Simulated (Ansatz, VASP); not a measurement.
# Ge in VASP and in Ansatz

INCAR

```
PREC = Accurate
ENCUT = 520
EDIFF = 1E-7
ISMEAR = 0
SIGMA = 0.15
LREAL = F
LASPH = T
NELM = 60
ALGO = Normal
ISIF = 2
LWAVE = F
LCHARG = T
GGA = PE
LELF = T
LVHAR = T
NBANDS = 21
```

The input KPOINTS:

```
regular mesh
0
Gamma
  16 16 16
```

Contents of POSCAR:

```
Ge
1.0
    0.0000000000      2.7403123994      3.0143436393
    2.7403123994      0.0000000000      3.0143436393
    2.7403123994      2.7403123994      0.0000000000
Ge
2
Direct
    0.5000000000      0.5000000000      0.5000000000
    0.7500000000      0.7500000000      0.7500000000
```

Input for Ansatz:

```yaml
crystal:
  lattice:
    - [0.0, 2.7403123994, 3.0143436393]
    - [2.7403123994, 0.0, 3.0143436393]
    - [2.7403123994, 2.7403123994, 0.0]
  atoms:
    - { symbol: Ge, position: [0.5, 0.5, 0.5] }
    - { symbol: Ge, position: [0.75, 0.75, 0.75] }
basis:
  ecutwfc: 420
kpoints:
  mp_grid: { grid: [16, 16, 16] }
hamiltonian:
  xc: pbe
scf:
  occupations: { method: gaussian, width: 0.15 }
output:
  forces: true
  stress: true
  eigenvalues: true
```

Alike in both runs: task single point; functional PBE; k mesh 16 × 16 × 16; occupations gaussian, width 0.15 eV; no spin polarisation.

|  | VASP | Ansatz |
| --- | --- | --- |
| version | VASP 6.6.1 | Ansatz 0.2.0 |
| potentials or method | VASP PAW PBE potentials, release 64 (Ge_d), cutoff 520 eV | scalar-relativistic, plane waves, PAW |
| valence electrons in the cell | 28 | 28 |

|  | VASP | Ansatz | Ansatz less VASP |
| --- | --- | --- | --- |
| gap on the k mesh at the Fermi level (eV) | none | none | - |
| pressure (GPa) | 3.6 | 3.7 | +0.05 |
| traceless stress, the component that is largest in VASP (GPa) | -5.11 | -5.10 | +0.011 |

A gap of «none» marks a metal or a gap that the smearing closes.
